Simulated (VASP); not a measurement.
Crystal: Co.

```
CELL_PARAMETERS angstrom
2.42738 0.00000 0.00000
-1.21369 2.10217 0.00000
0.00000 0.00000 3.92305
ATOMIC_POSITIONS crystal
Co 0.33333 0.66667 0.25000
Co 0.66667 0.33333 0.75000
```

Base run:

| Property | Result |
| --- | --- |
| Program | VASP 6.6.1 |
| Functional | LDA |
| Potentials or basis | VASP PAW LDA potentials, release 64 (Co) |
| Cutoff | 520 eV |
| k mesh | 21 × 21 × 12 |
| Occupations | fermi-dirac, width 0.05 eV |
| Spin | collinear spin, ferromagnetic start |
| Starting moments | [1.558, 1.558] μB |

Its results: pressure -1.0 GPa; net moment 2.98 μB per cell; site moments Co +1.49 μB.

Q: After a change of settings the same cell gave: pressure -8.0 GPa; net moment 1.78 μB per cell; site moments Co +0.89 μB. Which change was it?
A. k mesh from 21 × 21 × 12 to 15 × 15 × 8; occupations from fermi-dirac, width 0.05 eV to methfessel-paxton, width 1 eV
B. k mesh from 21 × 21 × 12 to 16 × 16 × 9; further incar settings from ALGO = Normal; EDIFF = 1e-07; NBANDS = 20 to ALGO = Normal; EDIFF = 1e-06; NBANDS = 20
C. k mesh from 21 × 21 × 12 to 24 × 24 × 13; further incar settings from ALGO = Normal; EDIFF = 1e-07; NBANDS = 20 to ALGO = Normal; EDIFF = 1e-06; NBANDS = 20

A: A.

Caveats: the cell stands under tension (at least some runs); so wide a smearing shifts energies and pressures (at least some runs).
